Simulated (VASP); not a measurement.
SnSbS:

```
Sn Sb S
1.0
     3.80877    0.00000    0.00000
     0.00000    3.80877    0.00000
     0.00000    0.00000    6.15663
Sn Sb S
1 1 1
Direct
  0.00000 0.00000 0.50000
  0.00000 0.00000 0.00000
  0.50000 0.50000 0.00000
```

The cell was generated, and may not be a known phase.

- Program: VASP 6.6.1
- Task: relaxation of cell and atoms
- Functional: PBE
- Potentials or basis: VASP PAW PBE potentials, release 64 (Sn_d, Sb, S)
- Cutoff: 500 eV
- k mesh: 12 × 12 × 8
- Occupations: gaussian, width 0.1 eV
- Spin: no spin polarisation

At the start: pressure -0.3 GPa; volume 29.77 Å³/atom.

Q: Where does the relaxation end?

A: Over 4 steps the energy falls by 2.1 meV/atom and the volume is 29.68 Å³/atom (-0.3 %); space group P4/mmm (No. 123, to 0.1 Å) before and after.

Step by step:
| step | energy change (eV) | largest force (eV/Å) | pressure (GPa) | volume (Å³) |
| --- | --- | --- | --- | --- |
| 1 | 0.0000 | 0.0000 | -0.30 | 89.31 |
| 2 | -0.0060 | 0.0000 | 0.22 | 88.58 |
| 3 | -0.0060 | 0.0000 | 0.22 | 88.57 |
| 4 | -0.0064 | 0.0000 | 0.01 | 89.04 |

Final structure:
```cif
data_structure
_symmetry_space_group_name_H-M 'P 1'
_symmetry_Int_Tables_number 1
_cell_length_a 3.7815
_cell_length_b 3.7815
_cell_length_c 6.2268
_cell_angle_alpha 90.000
_cell_angle_beta 90.000
_cell_angle_gamma 90.000
_cell_volume 89.04
loop_
_atom_site_label
_atom_site_type_symbol
_atom_site_fract_x
_atom_site_fract_y
_atom_site_fract_z
_atom_site_occupancy
Sn1 Sn 0.00000 0.00000 0.50000 1
Sb1 Sb 0.00000 0.00000 0.00000 1
S1 S 0.50000 0.50000 0.00000 1
```
